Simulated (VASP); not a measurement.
Input of a VASP 6.6.1 run:

Contents of INCAR:

```
ALGO = Normal
EDIFF = 1E-6
ENCUT = 520
GGA = PS
ISIF = 2
ISMEAR = 0
LASPH = True
LCHARG = False
LREAL = False
LWAVE = False
NBANDS = 45
NELM = 60
PREC = Accurate
SIGMA = 0.02
```

The input KPOINTS:

```
k-points
0
Gamma
  6 6 6
```

File POSCAR:

```
LiNbO3
1.0
    2.5672795957      1.4822195657      4.6084346245
   -2.5672795957      1.4822195657      4.6084346245
    0.0000000000     -2.9644391313      4.6084346245
Li Nb O
2 2 6
Direct
    0.2817408846      0.2817408846      0.2817408846
    0.7817408846      0.7817408846      0.7817408846
   -0.0006876538     -0.0006876538     -0.0006876538
    0.4993123462      0.4993123462      0.4993123462
    0.1102625881      0.3608496235      0.7195045577
    0.7195045577      0.1102625881      0.3608496235
    0.3608496235      0.7195045577      0.1102625881
    0.2195045577      0.8608496235      0.6102625881
    0.8608496235      0.6102625881      0.2195045577
    0.6102625881      0.2195045577      0.8608496235
```

Potentials or basis: VASP PAW PBE potentials, release 64 (Li_sv, Nb_sv, O).

Run with:

```bash
$ cat potpaw_PBE.64/Li_sv/POTCAR potpaw_PBE.64/Nb_sv/POTCAR potpaw_PBE.64/O/POTCAR > POTCAR
$ mpirun -np 1 vasp_std > vasp.out
```

Task: What does it give for the largest force?

Result: 0.039 eV/Å.

Task: What does it give for the band gap on the k mesh?

Result: 3.51 eV (least direct gap 3.53 eV).

Forces on the atoms (eV/Å):
```
Li   0.000  0.000  0.001
Li   0.000  0.000  0.001
Nb   0.000  0.000 -0.039
Nb   0.000  0.000 -0.039
O    0.009  0.009  0.013
O   -0.012  0.003  0.013
O    0.003 -0.012  0.013
O   -0.003 -0.012  0.013
O   -0.009  0.009  0.013
O    0.012  0.003  0.013
```

Caveat: the PAW data sets were made with another functional, which shifts forces and pressure a little. A k mesh can miss the band edges.
